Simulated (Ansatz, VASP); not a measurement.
## La in VASP and in Ansatz

The input INCAR:

```
PREC = Accurate ; ENCUT = 520
EDIFF = 1E-7 ; ISMEAR = -1
SIGMA = 0.1 ; LREAL = False
LASPH = True ; NELM = 60
ALGO = Normal ; ISIF = 2
LWAVE = False ; LCHARG = False
GGA = CA ; NBANDS = 12
```

KPOINTS

```
Automatic mesh
0
Gamma
  11 11 11
```

File POSCAR:

```
La
1.0
    3.1668823378      0.0000000000      0.0000000000
    0.0000000000      3.1668823378      0.0000000000
    0.0000000000      0.0000000000      3.1668823378
La
1
Direct
    0.0000000000      0.0000000000      0.0000000000
```

Input for Ansatz:

```yaml
crystal:
  lattice:
    - [3.1668823378, 0.0, 0.0]
    - [0.0, 3.1668823378, 0.0]
    - [0.0, 0.0, 3.1668823378]
  atoms:
    - { symbol: La, position: [0.0, 0.0, 0.0] }
hamiltonian:
  xc: lda
  pseudopotentials:
    kind: paw
    azcp:
      La: "pseudopotentials/La.paw.azcp"
basis:
  ecutwfc: 420
  fft_grid_basis: typed
kpoints:
  mp_grid: { grid: [11, 11, 11], shift: [0, 0, 0] }
magnetization:
  spin_polarized: false
scf:
  occupations: { method: fermi_dirac, width: 0.1 }
  lower_state_search: "off"
output:
  stress: true
  write_density: true
  write_potential: true
  elf: true
  volumetric_format: npy
```

Alike in both runs: task single point; functional LDA; k mesh 11 × 11 × 11; occupations fermi-dirac, width 0.1 eV; no spin polarisation.

|  | VASP | Ansatz |
| --- | --- | --- |
| version | VASP 6.6.1 | Ansatz 0.2.0 |
| potentials or method | VASP PAW LDA potentials, release 64 (La), cutoff 520 eV | plane waves (420 eV) with PAW, scalar-relativistic |
| valence electrons in the cell | 11 | 11 |

VASP gave:

* pressure (GPa): -0.2

Problem. Estimate Ansatz's values.

Solution. Pressure (GPa): -0.1.

Ansatz warns that its potentials were made for another functional, while VASP's fit it. LDA's correlation is that of Perdew and Zunger in VASP and of Perdew and Wang (1992) in Ansatz.

Neither program's run includes spin-orbit coupling.
